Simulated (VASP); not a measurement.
AlCo, 2 atoms in the cell. Symmetry: Pm-3m, No. 221, cubic system. The conventional cell has a = 2.820 Å, b = 2.820 Å, c = 2.820 Å, α = 90.00°, β = 90.00°, γ = 90.00°. Al (site symmetry m-3m) has 8 Co at 2.44 Å and 6 Al at 2.82 Å within 3.2 Å. Co (site symmetry m-3m) has 8 Al at 2.44 Å and 6 Co at 2.82 Å within 3.2 Å. 

| Item | Value |
| --- | --- |
| Program | VASP 6.6.1 |
| Task | relaxation of cell and atoms |
| Functional | LDA |
| Potentials or basis | VASP PAW LDA potentials, release 64 (Al, Co) |
| Cutoff | 600 eV |
| k mesh | 14 × 14 × 14 |
| Occupations | fermi-dirac, width 0.1 eV |
| Spin | collinear spin, ferromagnetic start |
| Starting moments | [0.0, 2.5] μB |
| Dipole correction | no |
| Further INCAR settings | ALGO = Normal; EDIFF = 1e-06; IBRION = 2; EDIFFG = -0.03; NSW = 60; ISIF = 3 |

Potentials or basis: VASP PAW LDA potentials, release 64 (Al, Co).

Run with:

```sh
$ cat potpaw_LDA.64/Al/POTCAR potpaw_LDA.64/Co/POTCAR > POTCAR
$ mpirun -np 1 vasp_std > vasp.out
```

Hardware: 1 thread of Intel Xeon 8259CL, on a shared host.

Problem. Estimate the wall time of this run.

Solution. Wall time 2.1 min on 1 thread of Intel Xeon 8259CL (shared host), peak memory 0.19 GiB. Counts: scf iterations 30, k points 120, ion steps 3.
